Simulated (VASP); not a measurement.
Crystal: Si3O2.

```
Si O
1.0
     3.51344    0.00000    0.00000
    -1.75672    3.04273    0.00000
     0.00000    0.00000    5.46634
Si O
3 2
Direct
  0.00000 0.00000 0.00000
  0.33333 0.66667 0.64500
  0.66667 0.33333 0.35500
  0.33333 0.66667 0.24500
  0.66667 0.33333 0.75500
```

```yaml
Program: VASP 6.6.1
Task: relaxation of cell and atoms
Functional: PBE
Potentials_or_basis: VASP PAW PBE potentials, release 64 (Si, O)
Cutoff: 600 eV
k_mesh: 6 × 6 × 4
Occupations: gaussian, width 0.1 eV
Spin: no spin polarisation
```

At the start: pressure 24.6 GPa; volume 11.69 Å³/atom.

Where does the relaxation end?

Over 32 steps the energy falls by 1435.6 meV/atom and the volume is 11.23 Å³/atom (-3.9 %); space group P-3m1 (No. 164, to 0.1 Å) before and after.

Step by step:
| step | energy change (eV) | largest force (eV/Å) | pressure (GPa) | volume (Å³) |
| --- | --- | --- | --- | --- |
| 1 | 0.0000 | 1.8792 | 24.62 | 58.44 |
| 2 | -1.2016 | 1.2753 | -4.99 | 74.96 |
| 3 | -1.2091 | 1.3764 | -3.40 | 73.46 |
| 4 | -1.7993 | 1.2524 | -6.15 | 73.84 |
| 5 | -2.6260 | 0.5157 | -9.43 | 73.55 |
| 6 | -2.9079 | 1.6476 | 5.89 | 62.35 |
| 7 | -2.9216 | 1.4480 | 2.62 | 64.10 |
| 8 | -3.3856 | 1.9085 | 2.66 | 61.07 |
| 9 | -4.6513 | 3.7424 | 19.70 | 51.82 |
| 10 | -4.5208 | 2.9295 | 4.27 | 56.30 |
| 11 | -4.8151 | 3.4829 | 9.33 | 54.07 |
| 12 | -4.8244 | 3.5995 | 12.63 | 53.23 |
| 13 | -4.8295 | 3.5718 | 11.69 | 53.45 |
| 14 | -4.8843 | 3.6430 | 13.16 | 53.17 |
| 15 | -4.9046 | 3.6863 | 15.04 | 52.87 |
| 16 | -5.0263 | 3.6664 | 14.01 | 53.12 |
| 17 | -5.3808 | 3.6559 | 11.03 | 53.89 |
| 18 | -6.0099 | 3.0324 | 6.31 | 55.42 |
| 19 | -6.6535 | 2.9550 | 1.40 | 58.50 |
| 20 | -6.8482 | 2.2348 | -1.02 | 58.69 |
| 21 | -6.9720 | 0.8365 | -3.85 | 58.90 |
| 22 | -7.0735 | 0.4698 | -8.36 | 59.34 |
| 23 | -6.8319 | 1.5690 | -11.37 | 60.21 |
| 24 | -7.0733 | 0.3992 | -9.49 | 59.50 |
| 25 | -7.0797 | 0.3989 | -9.02 | 59.42 |
| 26 | -7.1606 | 0.2646 | -1.86 | 57.08 |
| 27 | -7.1614 | 0.3449 | -0.94 | 56.83 |
| 28 | -7.1720 | 0.1916 | -0.60 | 56.57 |
| 29 | -7.1772 | 0.0874 | -0.11 | 56.24 |
| 30 | -7.1772 | 0.0840 | -0.08 | 56.22 |
| 31 | -7.1776 | 0.0582 | 0.12 | 56.18 |
| 32 | -7.1778 | 0.0235 | 0.38 | 56.14 |

Final structure:
```
Si O
1.0
     2.72621    0.00000    0.00000
    -1.36310    2.36097    0.00000
     0.00000    0.00000    8.72245
Si O
3 2
Direct
  0.00000 0.00000 0.00000
  0.33333 0.66667 0.61365
  0.66667 0.33333 0.38635
  0.33333 0.66667 0.10061
  0.66667 0.33333 0.89939
```

Caveat: a cell axis changed by over 15 % at a fixed basis, so the end point is rough.
